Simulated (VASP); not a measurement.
# GaSb (I-4m2) in VASP: further runs

Aim: see how the results for GaSb move with the level of theory and the settings. Levels: PBE, r2SCAN. Tasks: single point.

All numbers are computed with VASP 6.6.1; they aren't measurements. Logs are shortened: lines on timing, memory, paths and dates and some standing lists are left out, and cuts for length are marked.

## (1) The cell of the first run

Symmetry: I-4m2, No. 119, tetragonal system. Conventional cell: a = 4.509 Å, b = 4.509 Å, c = 5.923 Å, α = 90.00°, β = 90.00°, γ = 90.00°. Within 3.6 Å of Ga (site symmetry -4m2) lie 4 Sb at 2.70 Å. Within 3.6 Å of Sb (site symmetry -4m2) lie 4 Ga at 2.70 Å.

## (2) Single point, PBE (epitaxial xy strain +4.0%)

Contents of INCAR:

```
SYSTEM = GaSb
  PREC = Accurate
  ENCUT = 500
  EDIFF = 1E-6
  ISMEAR = -1
  SIGMA = 0.02
  LREAL = .False.
  LASPH = .True.
  NELM = 120
  ALGO = Normal
  ISIF = 2
  LWAVE = .False.
  LCHARG = .True.
  GGA = PE
  LELF = .True.
  LVHAR = .True.
  NBANDS = 21
  GGA_COMPAT = .False.
```

Contents of KPOINTS:

```
regular mesh
0
Gamma
  8 8 8
  0 0 0
```

Contents of POSCAR:

```
GaSb
1.0
    0.0000000000      3.1885139498      2.9615254104
    3.1885139498      0.0000000000      2.9615254104
    3.1885139498      3.1885139498      0.0000000000
Ga Sb
1 1
Direct
    0.0000000000      0.0000000000      0.0000000000
    0.2500000000      0.2500000000      0.2500000000
```

Potentials or basis: VASP PAW PBE potentials, release 64 (Ga_d, Sb_d_GW).

Started as:

```bash
> cat potpaw_PBE.64/Ga_d/POTCAR potpaw_PBE.64/Sb_d_GW/POTCAR > POTCAR
> mpirun -np 1 vasp_std > vasp.out
```

OUTCAR:

```text
SYSTEM = GaSb
   PREC = Accurate
   ENCUT = 500
   EDIFF = 1E-6
   ISMEAR = -1
   LREAL = .False.
   LASPH = .True.
   NELM = 120
   ISIF = 2
   GGA = PE

 ion  position               nearest neighbor table
   1  0.000  0.000  0.000-   2 2.70   2 2.70   2 2.70   2 2.70
   2  0.250  0.250  0.250-   1 2.70   1 2.70   1 2.70   1 2.70

  LATTYP: Found a body centered tetragonal cell.
 ALAT       =     4.5092396716
 C/A-ratio  =     1.3135364833

  Lattice vectors:

 A1 = (   0.0000000000,  -3.1885139498,  -2.9615254104)
 A2 = (   0.0000000000,   3.1885139498,  -2.9615254104)
 A3 = (   3.1885139498,   0.0000000000,   2.9615254104)

Analysis of symmetry for initial positions (statically):
=====================================================================
 Subroutine PRICEL returns:
 Original cell was already a primitive cell.

 Routine SETGRP: Setting up the symmetry group for a
 body centered tetragonal supercell.

 Subroutine GETGRP returns: Found  8 space group operations
 (whereof  8 operations were pure point group operations)
 out of a pool of 16 trial point group operations.

The static configuration has the point symmetry D_2d.

Analysis of symmetry for dynamics (positions and initial velocities):
=====================================================================
 Subroutine PRICEL returns:
 Original cell was already a primitive cell.

 Routine SETGRP: Setting up the symmetry group for a
 body centered tetragonal supercell.

 Subroutine GETGRP returns: Found  8 space group operations
 (whereof  8 operations were pure point group operations)
 out of a pool of 16 trial point group operations.

The dynamic configuration has the point symmetry D_2d.

 Subroutine INISYM returns: Found  8 space group operations
 (whereof  8 operations are pure point group operations),
 and found     1 'primitive' translations

----------------------------------------------------------------------------------------

                                     Primitive cell

  volume of cell :      60.2174

  direct lattice vectors                    reciprocal lattice vectors
     0.000000000  3.188513950  2.961525410    -0.156812863  0.156812863  0.168831913
     3.188513950  0.000000000  2.961525410     0.156812863 -0.156812863  0.168831913
     3.188513950  3.188513950  0.000000000     0.156812863  0.156812863 -0.168831913

  length of vectors
     4.351695528  4.351695528  4.509239672     0.278719864  0.278719864  0.278719864

  position of ions in fractional coordinates (direct lattice)
     0.000000000  0.000000000  0.000000000
     0.250000000  0.250000000  0.250000000

  ion indices of the primitive-cell ions
   primitive index   ion index
                 1           1
                 2           2

----------------------------------------------------------------------------------------

 KPOINTS: regular mesh

Automatic generation of k-mesh.
 Grid dimensions read from file:
 generate k-points for:    8    8    8

 Generating k-lattice:

  Cartesian coordinates                     Fractional coordinates (reciprocal lattice)
    -0.019601608  0.019601608  0.021103989     0.125000000  0.000000000  0.000000000
     0.019601608 -0.019601608  0.021103989     0.000000000  0.125000000  0.000000000
     0.019601608  0.019601608 -0.021103989     0.000000000  0.000000000  0.125000000

  Length of vectors
     0.034839983  0.034839983  0.034839983

  Shift w.r.t. Gamma in fractional coordinates (k-lattice)
     0.000000000  0.000000000  0.000000000

 Subroutine IBZKPT returns following result:
 ===========================================

 Found     59 irreducible k-points:

 Following reciprocal coordinates:
            Coordinates               Weight
  0.000000  0.000000  0.000000      1.000000
  0.125000  0.000000  0.000000      8.000000
  0.250000  0.000000  0.000000      8.000000
  0.375000  0.000000  0.000000      8.000000
  0.500000  0.000000  0.000000      4.000000
  0.125000  0.125000  0.000000      2.000000
[... 16 lines left out ...]
  0.250000  0.000000  0.125000     16.000000
  0.375000  0.000000  0.125000     16.000000
 [... further k-points ...]
   k-points           NKPTS =     59   k-points in BZ     NKDIM =     59   number of bands    NBANDS=     21
   number of dos      NEDOS =    301   number of ions     NIONS =      2
   total plane-waves  NPLWV =  36864
   dimension x,y,z NGX =    32 NGY =   32 NGZ =   36
   dimension x,y,z NGXF=    64 NGYF=   64 NGZF=   72
   ions per type =               1   1
   NGX,Y,Z   is equivalent  to a cutoff of  12.22, 12.22, 13.27 a.u.
   NGXF,Y,Z  is equivalent  to a cutoff of  24.45, 24.45, 26.54 a.u.
 SYSTEM =  GaSb
   PREC   = accura    normal or accurate (medium, high low for compatibility)
   ISTART =      0    job   : 0-new  1-cont  2-samecut
   ICHARG =      2    charge: 1-file 2-atom 10-const
   ISPIN  =      1    spin polarized calculation?
   LNONCOLLINEAR =      F non collinear calculations
   LSORBIT =      F    spin-orbit coupling
   LASPH  =      T    aspherical Exc in radial PAW
   ENCUT  =  500.0 eV  36.75 Ry    6.06 a.u.   7.93  7.93  8.22*2*pi/ulx,y,z
   NELM   =    120;   NELMIN=  2; NELMDL= -5     # of ELM steps
   EDIFF  = 0.1E-05   stopping-criterion for ELM
   LREAL  =      F    real-space projection
   EDIFFG = 0.1E-04   stopping-criterion for IOM
   NSW    =      0    number of steps for IOM
   IBRION =     -1    ionic relax: 0-MD 1-quasi-New 2-CG
   NFREE  =      0    steps in history (QN), initial steepest desc. (CG)
   ISIF   =      2    stress and relaxation
   ISYM   =      2    0-nonsym 1-usesym 2-fastsym
   POTIM  = 0.5000    time-step for ionic-motion
   TEBEG  =    0.0;   TEEND  =   0.0 temperature during run
   PSTRESS=    0.0 pullay stress
   NELECT =      28.0000    total number of electrons
   NUPDOWN=      -1.0000    fix difference up-down
   EMIN   =  10.00;   EMAX   =-10.00  energy-range for DOS
   EFERMI =   0.00;   METHOD = LEGACY
   ISMEAR =    -1;   SIGMA  =   0.02  broadening in eV -4-tet -1-fermi 0-gaus
   EFERMI_NEDOS =   21; number of points for ismear=-14 and -15
   IALGO  =     38    algorithm
   IMIX   =      4    mixing-type and parameters
     AMIX     =   0.40;   BMIX     =  1.00
     AMIX_MAG =   1.60;   BMIX_MAG =  1.00
  volume/ion in A,a.u.               =      30.11       203.18
  Fermi-wavevector in a.u.,A,eV,Ry     =   1.268295  2.396729 21.885939  1.608571
  Thomas-Fermi vector in A             =   2.401397
   LORBIT       =      0    0 simple, 1 ext, 2 COOP (PROOUT), +10 PAW based schemes
   GGA     = PE    functional components
   LHFCALC =     F    Hartree Fock is set to
   AEXX    =    0.0000 exact exchange contribution
   IVDW    =     0    specifies the selected vdW correction
   LEPSILON=     F    determine dielectric tensor
   LRPA    =     F    only Hartree local field effects (RPA)
 non-spin polarized calculation
  energy-cutoff  :      500.00
  volume of cell :       60.22
 maximum number of plane-waves:      1570
   NGX = 15   NGY = 15   NGZ = 17

 number of electron      28.0000015 magnetization

 Free energy of the ion-electron system (eV)
  ---------------------------------------------------
  ext. energy  EPLUGINS =         0.00000000
  ---------------------------------------------------
  free energy    TOTEN  =        -7.35987465 eV

  energy without entropy =       -7.35987228  energy(sigma->0) =       -7.35987347

 E-fermi :   3.4853     XC(G=0):  -9.0587

 val. band max:        3.3144020732   @ k =   0.1250   0.0000   0.0000
 cond. band min:       3.6405578465   @ k =   0.0000   0.0000   0.0000
 fundamental gap:      0.3261557734
 Fermi energy:         3.4853283398

 k-point     1 :       0.0000    0.0000    0.0000
  band No.  band energies     occupation
      1     -25.2923      2.00000
      2     -25.2907      2.00000
      3     -25.2907      2.00000
      4     -25.2771      2.00000
      5     -25.2751      2.00000
      6     -11.5427      2.00000
[... 13 lines left out ...]
     20      11.4598      0.00000
     21      12.4333      0.00000

 k-point     2 :       0.1250    0.0000    0.0000
  band No.  band energies     occupation
      1     -25.2922      2.00000
      2     -25.2905      2.00000
      3     -25.2903      2.00000
      4     -25.2770      2.00000
      5     -25.2752      2.00000
      6     -11.5445      2.00000
[... 13 lines left out ...]
     20      10.8623      0.00000
     21      11.4157      0.00000

 k-point     3 :       0.2500    0.0000    0.0000
  band No.  band energies     occupation
      1     -25.2920      2.00000
      2     -25.2898      2.00000
      3     -25.2895      2.00000
      4     -25.2765      2.00000
      5     -25.2752      2.00000
      6     -11.5509      2.00000
[... 13 lines left out ...]
     20      10.9132      0.00000
     21      11.3855      0.00000

 k-point     4 :       0.3750    0.0000    0.0000
  band No.  band energies     occupation
      1     -25.2919      2.00000
      2     -25.2891      2.00000
      3     -25.2887      2.00000
      4     -25.2759      2.00000
      5     -25.2752      2.00000
      6     -11.5582      2.00000
[... 13 lines left out ...]
     20      11.9858      0.00000
     21      12.0911      0.00000

 k-point     5 :       0.5000    0.0000    0.0000
  band No.  band energies     occupation
      1     -25.2918      2.00000
      2     -25.2888      2.00000
      3     -25.2884      2.00000
      4     -25.2756      2.00000
      5     -25.2751      2.00000
      6     -11.5613      2.00000
[... 13 lines left out ...]
     20      12.8012      0.00000
     21      13.4285      0.00000
[... 382 lines left out ...]
     20      13.9616      0.00000
     21      14.6156      0.00000

 k-point    22 :       0.1250    0.0000    0.1250
  band No.  band energies     occupation
      1     -25.2919      2.00000
      2     -25.2911      2.00000
      3     -25.2899      2.00000
      4     -25.2771      2.00000
      5     -25.2750      2.00000
      6     -11.5484      2.00000
[... 13 lines left out ...]
     20      10.1665      0.00000
     21      12.2489      0.00000

 k-point    23 :       0.2500    0.0000    0.1250
  band No.  band energies     occupation
      1     -25.2915      2.00000
      2     -25.2909      2.00000
      3     -25.2890      2.00000
      4     -25.2769      2.00000
      5     -25.2749      2.00000
      6     -11.5540      2.00000
[... 13 lines left out ...]
     20      11.2575      0.00000
     21      12.0446      0.00000

 k-point    24 :       0.3750    0.0000    0.1250
  band No.  band energies     occupation
      1     -25.2914      2.00000
      2     -25.2900      2.00000
      3     -25.2883      2.00000
      4     -25.2764      2.00000
      5     -25.2749      2.00000
      6     -11.5598      2.00000
[... 13 lines left out ...]
     20      11.7644      0.00000
     21      12.6871      0.00000

 [... further k-points ...]
[... 5 lines left out ...]
  --------------------------------------------------------------------------------------
  -------------------------------------------------------------------------------------
  Total       -0.4072511     -0.4072511      0.5896749      0.0000000      0.0000000      0.0000000
  in kB      -10.8355457    -10.8355457     15.6892130      0.0000000      0.0000000      0.0000000
  external PRESSURE =      -1.9939594 kB  Pullay stress =       0.0000000 kB

 VOLUME and BASIS-vectors are now :
 -----------------------------------------------------------------------------
  energy-cutoff  :      500.00
  volume of cell :       60.22
      direct lattice vectors                 reciprocal lattice vectors
     0.000000000  3.188513950  2.961525410    -0.156812863  0.156812863  0.168831913
     3.188513950  0.000000000  2.961525410     0.156812863 -0.156812863  0.168831913
     3.188513950  3.188513950  0.000000000     0.156812863  0.156812863 -0.168831913

 POSITION                                       TOTAL-FORCE (eV/Angst)
 -----------------------------------------------------------------------------------
      0.00000      0.00000      0.00000         0.000000      0.000000     -0.000000
      1.59426      1.59426      1.48076        -0.000000     -0.000000      0.000000
 -----------------------------------------------------------------------------------
    total drift:                               -0.000002     -0.000002      0.000003

  FREE ENERGIE OF THE ION-ELECTRON SYSTEM (eV)
  ---------------------------------------------------
  free  energy   TOTEN  =        -7.3598746476 eV

  energy  without entropy=       -7.3598722843  energy(sigma->0) =       -7.35987347
```

Run time: 89 s. Hardware: 1 thread of Intel Xeon Platinum 8259CL at 2.50GHz (Skylake/Cascade Lake), shared host; peak memory 0.24 GiB.

What came out:

* Free energy: -7.3599 eV
* Pressure: -0.2 GPa
* Band gap on the k mesh: 0.33 eV (least direct gap 0.37 eV)

Caveat: the cell differs from its parent crystal (epitaxial xy strain +4.0%); semilocal functionals underestimate gaps, and a narrow one can read as zero; spin-orbit coupling is left out, which moves the levels of the heavy elements. A k mesh can miss the band edges.

## (3) Single point, PBE (epitaxial xy strain -4.0%)

Contents of INCAR:

```
SYSTEM = GaSb
  PREC = Accurate
  ENCUT = 500
  EDIFF = 1E-6
  ISMEAR = -1
  SIGMA = 0.02
  LREAL = .FALSE.
  LASPH = .TRUE.
  NELM = 120
  ALGO = Normal
  ISIF = 2
  LWAVE = .FALSE.
  LCHARG = .FALSE.
  GGA = PE
  NBANDS = 21
  GGA_COMPAT = .FALSE.
```

Contents of KPOINTS:

```
regular mesh
0
G
  8 8 8
  0 0 0
```

Contents of POSCAR:

```
GaSb
1.0
    0.0000000000      2.9432436460      3.1672938365
    2.9432436460      0.0000000000      3.1672938365
    2.9432436460      2.9432436460      0.0000000000
Ga Sb
1 1
Direct
    0.0000000000      0.0000000000      0.0000000000
    0.2500000000      0.2500000000      0.2500000000
```

Potentials or basis: VASP PAW PBE potentials, release 64 (Ga_d, Sb_d_GW).

Started as:

```bash
> cat potpaw_PBE.64/Ga_d/POTCAR potpaw_PBE.64/Sb_d_GW/POTCAR > POTCAR
> mpirun -np 1 vasp_std > vasp.out
```

Run time: 36 s. Hardware: 1 thread of Intel Xeon Platinum 8488C (Sapphire Rapids), shared host; peak memory 0.24 GiB.

The run converged. Its results:

```
Free energy            : -7.2822 eV
Pressure               : 4.8 GPa
Band gap on the k mesh : 0.13 eV
```

Stress tensor (GPa, compression positive):
```
6.05 0.00 0.00
0.00 6.05 0.00
0.00 0.00 2.35
```

Levels at points of the mesh, in eV from the valence-band top:
```csv
k point,band 10,band 11,band 12,band 13,band 14,band 15,band 16,band 17,band 18,band 19
"(0.00, 0.00, 0.00)",-15.22,-11.93,-0.49,0.00,0.00,0.13,2.57,2.57,2.79,5.71
"(0.50, 0.00, 0.00)",-15.22,-10.19,-6.73,-1.68,-1.07,0.25,3.50,3.83,6.34,9.25
"(0.50, 0.50, 0.00)",-15.22,-9.51,-7.38,-2.56,-2.56,1.10,1.36,8.77,8.77,10.06
"(0.50, 0.00, 0.50)",-15.21,-9.21,-7.03,-3.05,-2.98,0.52,0.87,8.50,8.62,9.93
```

Caveat: the cell differs from its parent crystal (epitaxial xy strain -4.0%); the cell stands under pressure; semilocal functionals underestimate gaps, and a narrow one can read as zero; spin-orbit coupling is left out, which moves the levels of the heavy elements. A k mesh can miss the band edges.

## (4) Single point, PBE (epitaxial xy strain +3.0%)

Contents of INCAR:

```
SYSTEM = GaSb
PREC = Accurate ; ENCUT = 500
EDIFF = 1E-6 ; ISMEAR = -1
SIGMA = 0.02 ; LREAL = .FALSE.
LASPH = .TRUE. ; NELM = 120
ALGO = Normal ; ISIF = 2
LWAVE = .FALSE. ; LCHARG = .TRUE.
GGA = PE ; LELF = .TRUE.
LVHAR = .TRUE. ; NBANDS = 21
GGA_COMPAT = .FALSE.
```

Contents of KPOINTS:

```
Automatic mesh
0
G
  8 8 8
  0 0 0
```

Contents of POSCAR:

```
GaSb
1.0
    0.0000000000      3.1578551619      2.9884959792
    3.1578551619      0.0000000000      2.9884959792
    3.1578551619      3.1578551619      0.0000000000
Ga Sb
1 1
Direct
    0.0000000000      0.0000000000      0.0000000000
    0.2500000000      0.2500000000      0.2500000000
```

Potentials or basis: VASP PAW PBE potentials, release 64 (Ga_d, Sb_d_GW).

Started as:

```bash
> cat potpaw_PBE.64/Ga_d/POTCAR potpaw_PBE.64/Sb_d_GW/POTCAR > POTCAR
> mpirun -np 1 vasp_std > vasp.out
```

OUTCAR:

```text
SYSTEM = GaSb
   PREC = Accurate
   ENCUT = 500
   EDIFF = 1E-6
   ISMEAR = -1
   LREAL = .FALSE.
   LASPH = .TRUE.
   NELM = 120
   ISIF = 2
   GGA = PE

 ion  position               nearest neighbor table
   1  0.000  0.000  0.000-   2 2.69   2 2.69   2 2.69   2 2.69
   2  0.250  0.250  0.250-   1 2.69   1 2.69   1 2.69   1 2.69

  LATTYP: Found a body centered tetragonal cell.
 ALAT       =     4.4658815980
 C/A-ratio  =     1.3383677617

[... 188 lines left out ...]
      1     -25.2178      2.00000
      2     -25.2168      2.00000
      3     -25.2168      2.00000
      4     -25.2018      2.00000
      5     -25.2005      2.00000
      6     -11.4685      2.00000
[... 565 lines left out ...]
     20      11.8697      0.00000
     21      12.7646      0.00000

 [... further k-points ...]
[... 5 lines left out ...]
  --------------------------------------------------------------------------------------
  -------------------------------------------------------------------------------------
  Total       -0.1509799     -0.1509799      0.6118536      0.0000000     -0.0000000      0.0000000
  in kB       -4.0584721     -4.0584721     16.4471645      0.0000000     -0.0000000      0.0000000
  external PRESSURE =       2.7767401 kB  Pullay stress =       0.0000000 kB

 VOLUME and BASIS-vectors are now :
 -----------------------------------------------------------------------------
  energy-cutoff  :      500.00
  volume of cell :       59.60
      direct lattice vectors                 reciprocal lattice vectors
     0.000000000  3.157855162  2.988495979    -0.158335318  0.158335318  0.167308239
     3.157855162  0.000000000  2.988495979     0.158335318 -0.158335318  0.167308239
     3.157855162  3.157855162  0.000000000     0.158335318  0.158335318 -0.167308239

 POSITION                                       TOTAL-FORCE (eV/Angst)
 -----------------------------------------------------------------------------------
      0.00000      0.00000      0.00000        -0.000000     -0.000000     -0.000000
      1.57893      1.57893      1.49425         0.000000      0.000000      0.000000
 -----------------------------------------------------------------------------------
    total drift:                               -0.000002     -0.000002      0.000001

  FREE ENERGIE OF THE ION-ELECTRON SYSTEM (eV)
  ---------------------------------------------------
  free  energy   TOTEN  =        -7.3705542318 eV

  energy  without entropy=       -7.3705519147  energy(sigma->0) =       -7.37055307
```

stdout:

```text
POSCAR found type information on POSCAR GaSb
 POSCAR found :  2 types and       2 ions
 scaLAPACK will be used
 LDA part: xc-table for (Slater+PW92), standard interpolation
 POSCAR, INCAR and KPOINTS ok, starting setup
 FFT: planning ... GRIDC
 FFT: planning ... GRID_SOFT
 FFT: planning ... GRID
 WAVECAR not read
 entering main loop
```

It took 47 s on 1 thread of Intel Xeon Platinum 8488C (Sapphire Rapids), shared host; peak memory 0.24 GiB.

What came out:

```yaml
Free_energy: -7.3706 eV
Pressure: 0.3 GPa
Band_gap_on_the_k_mesh: 0.28 eV
```

Caveat: the cell differs from its parent crystal (epitaxial xy strain +3.0%); semilocal functionals underestimate gaps, and a narrow one can read as zero; spin-orbit coupling is left out, which moves the levels of the heavy elements.

(Continued in part 2 of 2.)
